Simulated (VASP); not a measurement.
Input of a VASP 6.6.1 run:

The input INCAR:

```
SYSTEM = Si23H4O48
  PREC = Accurate
  ENCUT = 520
  EDIFF = 1E-7
  ISMEAR = 0
  SIGMA = 0.02
  LREAL = Auto
  LASPH = .TRUE.
  NELM = 100
  ALGO = Normal
  ISIF = 2
  LWAVE = .FALSE.
  LCHARG = .FALSE.
  GGA = PE
  IVDW = 12
  NBANDS = 235
```

The input KPOINTS:

```
regular mesh
0
G
  1 1 1
  0 0 0
```

File POSCAR:

```
Si23H4O48
1.0
    9.8316000000      0.0000000000      0.0000000000
   -4.9158000000      8.5144150000      0.0000000000
    0.0000000000      0.0000000000     10.8182000000
Si O H
23 48 4
Direct
    0.2668430000      0.0009767400      0.1634700000
    0.0028516000      0.2703680000      0.3357050000
    0.2306050000      0.2354080000      0.0001007300
    0.2653480000      0.9977494000      0.6636500000
    0.9932126000      0.2663560000      0.8350300000
    0.2323110000      0.2285110000      0.5017520000
    0.2682820000      0.5027390000      0.1672110000
    0.9997803800      0.7676140000      0.3331480000
    0.2338640000      0.7330290000      0.9966533000
    0.9989205000      0.7666930000      0.8327140000
    0.2344290000      0.7356140000      0.4976220000
    0.7692410000      0.0042952000      0.1672390000
    0.4984520000      0.2670890000      0.3326380000
    0.7266420000      0.2320240000      0.0002954000
    0.7657180000      0.0012322000      0.6669000000
    0.4945750000      0.2657660000      0.8320270000
    0.7327730000      0.2338080000      0.4992370000
    0.7651740000      0.5008340000      0.1672980000
    0.5011880000      0.7703670000      0.3320530000
    0.7350830000      0.7369020000      0.0012113000
    0.7631940000      0.4995590000      0.6663380000
    0.5046480000      0.7692100000      0.8316280000
    0.7327490000      0.7354920000      0.4996880000
    0.0687650000      0.2066210000      0.4462400000
    0.2961240000      0.3658270000      0.1099080000
    0.1402060000      0.4347450000      0.2786630000
    0.2024600000      0.0698960000      0.0553950000
    0.3623780000      0.2944360000      0.3913610000
    0.4306990000      0.1384180000      0.2213530000
    0.0654320000      0.2098730000      0.9457150000
    0.3038820000      0.3517710000      0.6166480000
    0.1356700000      0.4290170000      0.7780800000
    0.1997120000      0.0574320000      0.5499300000
    0.3584550000      0.2958220000      0.8879650000
    0.4284840000      0.1364520000      0.7217280000
    0.0679010000      0.7063220000      0.4438320000
    0.2991160000      0.8684090000      0.1031500000
    0.1368330000      0.9300380000      0.2735220000
    0.2040780000      0.5698520000      0.0580140000
    0.3639780000      0.7993980000      0.3865800000
    0.4342950000      0.6406840000      0.2215190000
    0.0677460000      0.7049810000      0.9423610000
    0.2993620000      0.8643310000      0.6090240000
    0.1350350000      0.9300380000      0.7738950000
    0.2058530000      0.5699500000      0.5554350000
    0.3593880000      0.7870590000      0.8833780000
    0.4574520000      0.6484340000      0.7143040000
    0.5683340000      0.2046660000      0.4411890000
    0.7907210000      0.3628830000      0.1097040000
    0.6344730000      0.4331810000      0.2768560000
    0.7032200000      0.0691220000      0.0573170000
    0.8658290000      0.2991990000      0.3913950000
    0.9337440000      0.1415760000      0.2241200000
    0.5617480000      0.2046160000      0.9436860000
    0.7914020000      0.3622690000      0.6109670000
    0.6303510000      0.4323090000      0.7751710000
    0.7053660000      0.0690910000      0.5554790000
    0.8539980000      0.2927100000      0.8882170000
    0.9307640000      0.1366270000      0.7244910000
    0.5684650000      0.7078670000      0.4422990000
    0.7990200000      0.8685060000      0.1101390000
    0.6394420000      0.9356300000      0.2772850000
    0.7054800000      0.5714430000      0.0574340000
    0.8637870000      0.7971160000      0.3899890000
    0.9305870000      0.6356190000      0.2243800000
    0.5697540000      0.7090080000      0.9453830000
    0.7944690000      0.8645580000      0.6107280000
    0.6368080000      0.9393260000      0.7782680000
    0.7041320000      0.5699330000      0.5561050000
    0.8633810000      0.7966100000      0.8896810000
    0.9285160000      0.6335080000      0.7246220000
    0.4522990000      0.5477660000      0.7253400000
    0.2297450000      0.3561110000      0.6755540000
    0.3027980000      0.5849670000      0.5956360000
    0.1168285300      0.4783655200      0.7087822100
```

Potentials or basis: VASP PAW PBE potentials, release 64 (Si, O, H).

Command:

```sh
$ cat potpaw_PBE.64/Si/POTCAR potpaw_PBE.64/O/POTCAR potpaw_PBE.64/H/POTCAR > POTCAR
$ mpirun -np 1 vasp_gam > vasp.out
```

**Question.** Predict the largest force.

**Answer.** 1.247 eV/Å.

**Question.** Estimate the band gap on the k mesh.

**Answer.** 5.70 eV.

**Question.** What does it give for the pressure?

**Answer.** 0.7 GPa.

**Question.** Estimate the dispersion energy per atom.

**Answer.** -0.136 eV.

Stress tensor (GPa, compression positive):
```
 0.49  0.03  0.02
 0.03  1.04 -0.24
 0.02 -0.24  0.60
```

Caveat: the k points lie up to 0.74 Å⁻¹ apart.
